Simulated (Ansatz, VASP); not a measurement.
Two plane-wave programs on KZnF3

File INCAR:

```
PREC = Accurate
ENCUT = 520
EDIFF = 1E-6
ISMEAR = 0
SIGMA = 0.02
LREAL = F
LASPH = T
NELM = 100
ALGO = Normal
ISIF = 2
LWAVE = F
LCHARG = F
GGA = PS
NBANDS = 29
```

File KPOINTS:

```
regular mesh
0
Gamma
  6 6 6
```

POSCAR

```
KZnF3
1.0
    4.0519406020      0.0000000000      0.0000000000
    0.0000000000      4.0519406020      0.0000000000
    0.3646746542      0.0000000000      4.0519406020
K Zn F
1 1 3
Direct
    0.0000000000      0.0000000000      0.0000000000
    0.5000000000      0.5000000000      0.5000000000
    0.0000000000      0.5000000000      0.5000000000
    0.5000000000      0.0000000000      0.5000000000
    0.5000000000      0.5000000000      0.0000000000
```

Input for Ansatz:

```yaml
crystal:
  lattice:
    - [4.051940602, 0.0, 0.0]
    - [0.0, 4.051940602, 0.0]
    - [0.3646746542, 0.0, 4.051940602]
  atoms:
    - { symbol: K, position: [0.0, 0.0, 0.0] }
    - { symbol: Zn, position: [0.5, 0.5, 0.5] }
    - { symbol: F, position: [0.0, 0.5, 0.5] }
    - { symbol: F, position: [0.5, 0.0, 0.5] }
    - { symbol: F, position: [0.5, 0.5, 0.0] }
basis:
  ecutwfc: 420
kpoints:
  mp_grid: { grid: [6, 6, 6] }
hamiltonian:
  xc: pbesol
scf:
  occupations: { method: gaussian, width: 0.02 }
output:
  forces: true
  stress: true
  eigenvalues: true
```

Change from the starting cell: shear of c along a, cell held, atoms relaxed: +9.0 %.

Alike in both runs: task single point; functional PBEsol; k mesh 6 × 6 × 6; occupations gaussian, width 0.02 eV; no spin polarisation.

```csv
,VASP,Ansatz
version,VASP 6.6.1,Ansatz 0.2.0
potentials or method,"VASP PAW PBE potentials, release 64 (K_sv, Zn, F), cutoff 520 eV","scalar-relativistic, plane waves, PAW"
valence electrons in the cell,42,42
```

Ansatz gave:

* gap on the k mesh at the Fermi level (eV): 3.68
* least direct gap on the mesh (eV): 5.23
* pressure (GPa): 0.1
* traceless stress, the component that is largest in VASP (GPa): -3.09

Q: Estimate VASP's values.

A: gap on the k mesh at the Fermi level (eV): 3.60; least direct gap on the mesh (eV): 5.19; pressure (GPa): 0.5; traceless stress, the component that is largest in VASP (GPa): -3.07.

VASP's potentials were made for PBE, not for PBEsol.
